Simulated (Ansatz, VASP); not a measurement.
## Two plane-wave programs on AlP

The input INCAR:

```
PREC = Accurate
ENCUT = 500
EDIFF = 1E-6
ISMEAR = -1
SIGMA = 0.02
LREAL = F
LASPH = T
NELM = 120
ALGO = Normal
ISIF = 2
LWAVE = F
LCHARG = F
GGA = PE
NBANDS = 11
GGA_COMPAT = F
```

File KPOINTS:

```
regular mesh
0
Gamma
  8 8 8
```

The input POSCAR:

```
AlP
1.0
    0.0000000000      2.7392572080      2.7392572080
    2.7255609220      0.0000000000      2.7392572080
    2.7255609220      2.7392572080      0.0000000000
Al P
1 1
Direct
    0.0000000000      0.0000000000      0.0000000000
    0.2500000000      0.2500000000      0.2500000000
```

Input for Ansatz:

```yaml
crystal:
  lattice:
    - [0.0, 2.739257208, 2.739257208]
    - [2.725560922, 0.0, 2.739257208]
    - [2.725560922, 2.739257208, 0.0]
  atoms:
    - { symbol: Al, position: [0.0, 0.0, 0.0] }
    - { symbol: P, position: [0.25, 0.25, 0.25] }
kpoints:
  mp_grid: { grid: [8, 8, 8] }
  band_path:
    path:
      - [0.0, 0.0, 0.0]
      - [-0.5, -0.5, 0.0]
      - [-0.375, -0.375, 0.25]
      - [-0.375, 0.0, 0.375]
      - [0.0, 0.0, 0.5]
      - [-0.5, -0.25, 0.25]
      - [0.0, 0.5, 0.5]
    npoints: 1
hamiltonian:
  xc: pbe
scf:
  occupations: { method: fermi_dirac, width: 0.02 }
  n_extra_bands: 4
output:
  forces: true
  stress: true
  eigenvalues: true
```

Change from the starting cell: uniaxial_x strain -0.5%.

Alike in both runs: task single point; functional PBE; k mesh 8 × 8 × 8; occupations fermi-dirac, width 0.02 eV; no spin polarisation.

```csv
,VASP,Ansatz
version,VASP 6.6.1,Ansatz 0.2.0
potentials or method,"VASP PAW PBE potentials, release 64 (Al, P)","plane waves, PAW"
plane-wave cutoff (eV),500,420
valence electrons in the cell,8,8
```

|  | VASP | Ansatz | Ansatz less VASP |
| --- | --- | --- | --- |
| gap on the k mesh at the Fermi level (eV) | 1.56 | 1.56 | +0.002 |
| pressure (GPa) | 1.7 | 1.8 | +0.10 |
| traceless stress, the component that is largest in VASP (GPa) | 0.21 | 0.21 | -0.001 |

With one functional, cell and mesh, what is left measures potentials, basis and numerics.
